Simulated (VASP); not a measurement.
# GaN (Cm) in VASP: single point with r2SCAN

Aim: the single point of GaN with r2SCAN.

Everything below comes from runs of VASP 6.6.1. Logs are shortened: lines on timing, memory, paths and dates and some standing lists are left out, and cuts for length are marked.

## 1. The cell of the first run

Symmetry: Cm, No. 8, monoclinic system. Conventional cell: a = 5.520 Å, b = 3.187 Å, c = 3.187 Å, α = 90.00°, β = 125.26°, γ = 90.00°. Within 2.5 Å of Ga (site symmetry m) lie 4 N at 1.92 to 1.98 Å. N (site symmetry m) has 4 Ga at 1.92 to 1.98 Å within 2.5 Å.

## 2. Single point, r2SCAN (all N atoms moved +0.037 Å, as atom 2 along Cartesian [1 1 0])

The input, POSCAR:

```
GaN
1.0
    0.0000000000      2.2535006075      2.2535006075
    2.2535006075      0.0000000000      2.2535006075
    2.2535006075      2.2535006075      0.0000000000
Ga N
1 1
Direct
    0.0000000000      0.0000000000      0.0000000000
    0.7500000000      0.7500000000      0.7617668059
```

The input, INCAR.step1:

```
SYSTEM = GaN
PREC = Accurate ; ENCUT = 520
ISMEAR = 0 ; SIGMA = 0.05
LREAL = .False. ; LASPH = .True.
NELM = 60 ; NBANDS = 16
GGA = PE ; ALGO = Normal
EDIFF = 1E-4 ; LWAVE = .True.
LCHARG = .False.
```

The input, INCAR.step2:

```
SYSTEM = GaN
PREC = Accurate ; ENCUT = 520
EDIFF = 1E-7 ; ISMEAR = 0
SIGMA = 0.05 ; LREAL = .False.
LASPH = .True. ; NELM = 60
ALGO = Normal ; ISIF = 2
LWAVE = .False. ; LCHARG = .True.
METAGGA = R2SCAN ; LMIXTAU = .True.
LELF = .True. ; LVHAR = .True.
NBANDS = 16 ; ISTART = 1
```

The input, KPOINTS:

```
regular mesh
0
Gamma
  10 10 10
  0 0 0
```

Potentials or basis: VASP PAW PBE potentials, release 64 (Ga_d, N).

Launch:

```
$ cat potpaw_PBE.64/Ga_d/POTCAR potpaw_PBE.64/N/POTCAR > POTCAR
$ cp INCAR.step1 INCAR
$ mpirun -np 1 vasp_std > vasp.out
$ cp INCAR.step2 INCAR
$ mpirun -np 1 vasp_std > vasp.out
```

OUTCAR:

```text
SYSTEM = GaN
   PREC = Accurate
   ENCUT = 520
   EDIFF = 1E-7
   ISMEAR = 0
   LREAL = .False.
   LASPH = .True.
   NELM = 60
   ISIF = 2
   METAGGA = R2SCAN
   ISTART = 1

 ion  position               nearest neighbor table
   1  0.000  0.000  0.000-   2 1.92   2 1.95   2 1.95   2 1.98
   2  0.750  0.750  0.762-   1 1.92   1 1.95   1 1.95   1 1.98

  LATTYP: Found a face centered cubic cell.
 ALAT       =     4.5070012150

  Lattice vectors:

 A1 = (   0.0000000000,   2.2535006075,   2.2535006075)
 A2 = (   2.2535006075,   0.0000000000,   2.2535006075)
 A3 = (   2.2535006075,   2.2535006075,   0.0000000000)

Analysis of symmetry for initial positions (statically):
=====================================================================
 Subroutine PRICEL returns:
 Original cell was already a primitive cell.

 Routine SETGRP: Setting up the symmetry group for a
 face centered cubic supercell.

 Subroutine GETGRP returns: Found  2 space group operations
 (whereof  2 operations were pure point group operations)
 out of a pool of 48 trial point group operations.

The static configuration has the point symmetry C_1h.

Analysis of symmetry for dynamics (positions and initial velocities):
=====================================================================
 Subroutine PRICEL returns:
 Original cell was already a primitive cell.

 Routine SETGRP: Setting up the symmetry group for a
 face centered cubic supercell.

 Subroutine GETGRP returns: Found  2 space group operations
 (whereof  2 operations were pure point group operations)
 out of a pool of 48 trial point group operations.

The dynamic configuration has the point symmetry C_1h.

 Subroutine INISYM returns: Found  2 space group operations
 (whereof  2 operations are pure point group operations),
 and found     1 'primitive' translations

----------------------------------------------------------------------------------------

                                     Primitive cell

  volume of cell :      22.8877

  direct lattice vectors                    reciprocal lattice vectors
     0.000000000  2.253500607  2.253500607    -0.221877020  0.221877020  0.221877020
     2.253500607  0.000000000  2.253500607     0.221877020 -0.221877020  0.221877020
     2.253500607  2.253500607  0.000000000     0.221877020  0.221877020 -0.221877020

  length of vectors
     3.186931122  3.186931122  3.186931122     0.384302272  0.384302272  0.384302272
[... 80 lines left out ...]
   NELM   =     60;   NELMIN=  2; NELMDL=  0     # of ELM steps
   EDIFF  = 0.1E-06   stopping-criterion for ELM
   LREAL  =      F    real-space projection
   EDIFFG = 0.1E-05   stopping-criterion for IOM
   NSW    =      0    number of steps for IOM
   IBRION =     -1    ionic relax: 0-MD 1-quasi-New 2-CG
   NFREE  =      0    steps in history (QN), initial steepest desc. (CG)
   ISIF   =      2    stress and relaxation
   ISYM   =      2    0-nonsym 1-usesym 2-fastsym
   POTIM  = 0.5000    time-step for ionic-motion
   TEBEG  =    0.0;   TEEND  =   0.0 temperature during run
   PSTRESS=    0.0 pullay stress
   NELECT =      18.0000    total number of electrons
   NUPDOWN=      -1.0000    fix difference up-down
   EMIN   =  10.00;   EMAX   =-10.00  energy-range for DOS
   EFERMI =   0.00;   METHOD = LEGACY
   ISMEAR =     0;   SIGMA  =   0.05  broadening in eV -4-tet -1-fermi 0-gaus
   EFERMI_NEDOS =   21; number of points for ismear=-14 and -15
   IALGO  =     38    algorithm
   IMIX   =      4    mixing-type and parameters
     AMIX     =   0.40;   BMIX     =  1.00
     AMIX_MAG =   1.60;   BMIX_MAG =  1.00
  volume/ion in A,a.u.               =      11.44        77.23
  Fermi-wavevector in a.u.,A,eV,Ry     =   1.511117  2.855596 31.068543  2.283473
  Thomas-Fermi vector in A             =   2.621216
   LORBIT       =      0    0 simple, 1 ext, 2 COOP (PROOUT), +10 PAW based schemes
   METAGGA = R2SCAN    functional components
   LHFCALC =     F    Hartree Fock is set to
   AEXX    =    0.0000 exact exchange contribution
   IVDW    =     0    specifies the selected vdW correction
   LEPSILON=     F    determine dielectric tensor
   LRPA    =     F    only Hartree local field effects (RPA)
 non-spin polarized calculation
 Gauss-broadening in eV      SIGMA  =   0.05
  energy-cutoff  :      520.00
  volume of cell :       22.89
 maximum number of plane-waves:       636
   NGX = 11   NGY = 11   NGZ = 11

 number of electron      18.0000003 magnetization

 Free energy of the ion-electron system (eV)
  ---------------------------------------------------
  ext. energy  EPLUGINS =         0.00000000
  ---------------------------------------------------
  free energy    TOTEN  =       -21.88800025 eV

  energy without entropy =      -21.88800025  energy(sigma->0) =      -21.88800025

 E-fermi :   5.3389     XC(G=0): -12.6345

 val. band max:        5.0860883459   @ k =   0.0000   0.0000   0.0000
 cond. band min:       7.1362491532   @ k =   0.0000   0.0000   0.0000
 fundamental gap:      2.0501608073
 Fermi energy:         5.3388614821

 k-point     1 :       0.0000    0.0000    0.0000
  band No.  band energies     occupation
      1     -11.7189      2.00000
      2      -8.8277      2.00000
      3      -8.8162      2.00000
      4      -8.8029      2.00000
      5      -8.4666      2.00000
      6      -8.4661      2.00000
[... 433 lines left out ...]
      3      -8.7491      2.00000
      4      -8.6567      2.00000
      5      -8.4748      2.00000
      6      -8.4514      2.00000
[... 8 lines left out ...]
     15      24.5175      0.00000
     16      24.5458      0.00000

 [... further k-points ...]

------------------------ aborting loop because EDIFF is reached ----------------------------------------

  FORCE on cell =-STRESS in cart. coord.  units (eV):
  Direction    XX          YY          ZZ          XY          YZ          ZX
  --------------------------------------------------------------------------------------
  -------------------------------------------------------------------------------------
  Total        0.0033223      0.0033223      0.0169193      0.0265853      0.2291272      0.2291409
  in kB        0.2325664      0.2325664      1.1843792      1.8610107     16.0392557     16.0402112
  external PRESSURE =       0.5498373 kB  Pullay stress =       0.0000000 kB

 VOLUME and BASIS-vectors are now :
 -----------------------------------------------------------------------------
  energy-cutoff  :      520.00
  volume of cell :       22.89
      direct lattice vectors                 reciprocal lattice vectors
     0.000000000  2.253500607  2.253500607    -0.221877020  0.221877020  0.221877020
     2.253500607  0.000000000  2.253500607     0.221877020 -0.221877020  0.221877020
     2.253500607  2.253500607  0.000000000     0.221877020  0.221877020 -0.221877020

 POSITION                                       TOTAL-FORCE (eV/Angst)
 -----------------------------------------------------------------------------------
      0.00000      0.00000      0.00000         0.343266      0.343266      0.038006
      3.40677      3.40677      3.38025        -0.343266     -0.343266     -0.038006
 -----------------------------------------------------------------------------------
    total drift:                                0.011347      0.011347     -0.001567

  FREE ENERGIE OF THE ION-ELECTRON SYSTEM (eV)
  ---------------------------------------------------
  free  energy   TOTEN  =       -21.8880002517 eV

  energy  without entropy=      -21.8880002517  energy(sigma->0) =      -21.88800025
```

It took 6.3 min on 1 thread of Intel Xeon 8259CL, shared host; peak memory 0.23 GiB.

What came out:

```
Free energy            : -21.8880 eV
Pressure               : 0.1 GPa
Largest force          : 0.487 eV/Å
Band gap on the k mesh : 2.05 eV
```

Forces in eV/Å, atoms in the order of the input:
```
Ga   0.343  0.343  0.038
N   -0.343 -0.343 -0.038
```

Caveat: the cell differs from its parent crystal (all N atoms moved +0.037 Å, as atom 2 along Cartesian [1 1 0]); the PAW data sets were made with another functional, which shifts forces and pressure a little.
